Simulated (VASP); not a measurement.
# Rb2NbBr2 (Ibam) in VASP: further runs, part 2 of 2

VASP 6.6.1. Earlier steps stand in the parts before.

**3. Single point, PBEsol**

INCAR reads:

```
SYSTEM = Rb2NbBr2
PREC = Accurate
ENCUT = 520
EDIFF = 1E-6
ISMEAR = -1
SIGMA = 0.0111
LREAL = .FALSE.
LASPH = .TRUE.
NELM = 100
ALGO = Normal
ISIF = 2
LWAVE = .FALSE.
LCHARG = .FALSE.
GGA = PS
NBANDS = 56
```

KPOINTS reads:

```
Automatic mesh
0
G
  3 3 3
  0 0 0
```

POSCAR reads:

```
Rb2NbBr2
1.0
    0.0000000000      0.0000000000      6.8462820000
    7.6565050000      0.0000000000      0.0000000000
    3.8282530000      7.1394410000     -3.4231410000
Rb Br Nb
4 4 2
Direct
    0.1475300000      0.1917700000      0.2950600000
    0.8524700000      0.8082300000      0.7049400000
    0.3524700000      0.4868300000      0.7049400000
    0.6475300000      0.5131700000      0.2950600000
    0.8975200000      0.2926800000      0.7950400000
    0.1024800000      0.7073200000      0.2049600000
    0.6024800000      0.0877200000      0.2049600000
    0.3975200000      0.9122800000      0.7950400000
    0.2500000000      0.0000000000      0.0000000000
    0.7500000000      0.0000000000      0.0000000000
```

Potentials or basis: VASP PAW PBE potentials, release 64 (Rb_sv, Br, Nb_sv).

Started as:

```bash
$ cat potpaw_PBE.64/Rb_sv/POTCAR potpaw_PBE.64/Br/POTCAR potpaw_PBE.64/Nb_sv/POTCAR > POTCAR
$ mpirun -np 1 vasp_std > vasp.out
```

OUTCAR:

```text
SYSTEM = Rb2NbBr2
   PREC = Accurate
   ENCUT = 520
   EDIFF = 1E-6
   ISMEAR = -1
   LREAL = .FALSE.
   LASPH = .TRUE.
   NELM = 100
   ISIF = 2
   GGA = PS

 ion  position               nearest neighbor table
   1  0.148  0.192  0.295-   8 3.58   6 3.66   7 3.67   7 3.67   5 3.75   9 3.76  10 3.76   6 4.10
                             4 4.22   4 4.22   2 4.71   2 4.71   3 4.82   3 4.82   2 4.88   3 5.43
   2  0.852  0.808  0.705-   7 3.58   5 3.66   8 3.67   8 3.67   6 3.75  10 3.76   9 3.76   5 4.10
                             3 4.22   3 4.22   1 4.71   1 4.71   4 4.82   4 4.82   1 4.88   4 5.43
   3  0.352  0.487  0.705-   6 3.58   8 3.66   5 3.67   5 3.67   7 3.75   9 3.76  10 3.76   8 4.10
                             2 4.22   2 4.22   4 4.71   4 4.71   1 4.82   1 4.82   4 4.88   1 5.43
   4  0.648  0.513  0.295-   5 3.58   7 3.66   6 3.67   6 3.67   8 3.75  10 3.76   9 3.76   7 4.10
                             1 4.22   1 4.22   3 4.71   3 4.71   2 4.82   2 4.82   3 4.88   2 5.43
   5  0.898  0.293  0.795-   9 2.68  10 2.68   4 3.58   2 3.66   3 3.67   3 3.67   1 3.75   2 4.10
[... 7 lines left out ...]
   9  0.250  0.000  0.000-   5 2.68   6 2.68   7 2.68   8 2.68   3 3.76   4 3.76   1 3.76   2 3.76

[... 201 lines left out ...]
      5     -27.9719      2.00000
      6     -27.9429      2.00000
[... 461 lines left out ...]
     55       5.2723      0.00000
     56       5.6841      0.00000

------------------------ aborting loop because EDIFF is reached ----------------------------------------

  FORCE on cell =-STRESS in cart. coord.  units (eV):
  Direction    XX          YY          ZZ          XY          YZ          ZX
  --------------------------------------------------------------------------------------
  -------------------------------------------------------------------------------------
  Total       -0.7470737     -2.4710856    -10.3551743     -0.0000002      0.0000000      0.0000000
  in kB       -3.1983390    -10.5791020    -44.3321132     -0.0000007      0.0000000      0.0000000
  external PRESSURE =     -19.3698514 kB  Pullay stress =       0.0000000 kB

 VOLUME and BASIS-vectors are now :
 -----------------------------------------------------------------------------
  energy-cutoff  :      520.00
  volume of cell :      374.24
      direct lattice vectors                 reciprocal lattice vectors
     0.000000000  0.000000000  6.846282000     0.000000000  0.070033494  0.146064682
     7.656505000  0.000000000  0.000000000     0.130607895 -0.070033503  0.000000000
     3.828253000  7.139441000 -3.423141000     0.000000000  0.140066988  0.000000000

 POSITION                                       TOTAL-FORCE (eV/Angst)
 -----------------------------------------------------------------------------------
      2.59785      2.10656      0.00000        -0.010912     -0.011979     -0.000000
      8.88691      5.03288      3.42314         0.010912      0.011979      0.000000
      6.42610      5.03288     -0.00000        -0.010912      0.011979      0.000000
      5.05865      2.10656      3.42314         0.010912     -0.011979     -0.000000
      5.28452      5.67614      3.42314        -0.198358      0.284163     -0.000000
      6.20024      1.46330      0.00000         0.198358     -0.284163      0.000000
      1.45627      1.46330      3.42314        -0.198358     -0.284163      0.000000
     10.02849      5.67614      0.00000         0.198358      0.284163     -0.000000
      0.00000      0.00000      1.71157        -0.000000     -0.000000      0.000000
      0.00000      0.00000      5.13471        -0.000000     -0.000000     -0.000000
 -----------------------------------------------------------------------------------
    total drift:                                0.000000      0.000000     -0.000000

  FREE ENERGIE OF THE ION-ELECTRON SYSTEM (eV)
  ---------------------------------------------------
  free  energy   TOTEN  =       -35.6837770626 eV

  energy  without entropy=      -35.6819926168  energy(sigma->0) =      -35.68288484
```

stdout:

```text
POSCAR found type information on POSCAR RbBrNb
 POSCAR found :  3 types and      10 ions
 scaLAPACK will be used
 -----------------------------------------------------------------------------
|                                                                             |
|                                                                             |
|     You enforced a specific xc type in the INCAR file but a different       |
|     I HOPE YOU KNOW WHAT YOU ARE DOING!                                     |
|                                                                             |
 -----------------------------------------------------------------------------

 LDA part: xc-table for (Slater+PW92), standard interpolation
 POSCAR, INCAR and KPOINTS ok, starting setup
 FFT: planning ... GRIDC
 FFT: planning ... GRID_SOFT
 FFT: planning ... GRID
 WAVECAR not read
 entering main loop
```

Wall time 11 min (1 thread of AMD EPYC 7R13 (Zen 3), shared host); peak memory 0.55 GiB.

Results:

```
Free energy            : -35.6838 eV
Pressure               : -1.9 GPa
Largest force          : 0.347 eV/Å
Band gap on the k mesh : zero (band 45 reaches 3.50 eV, above the bottom of band 46 at 3.16 eV)
```

Forces on the atoms (eV/Å):
```
Rb  -0.011 -0.012  0.000
Rb   0.011  0.012  0.000
Rb  -0.011  0.012  0.000
Rb   0.011 -0.012  0.000
Br  -0.198  0.284  0.000
Br   0.198 -0.284  0.000
Br  -0.198 -0.284  0.000
Br   0.198  0.284  0.000
Nb   0.000  0.000  0.000
Nb   0.000  0.000  0.000
```

Stress tensor (GPa, compression positive):
```
-0.32  0.00  0.00
 0.00 -1.06  0.00
 0.00  0.00 -4.43
```

Caveat: the PAW data sets were made with another functional, which shifts forces and pressure a little.
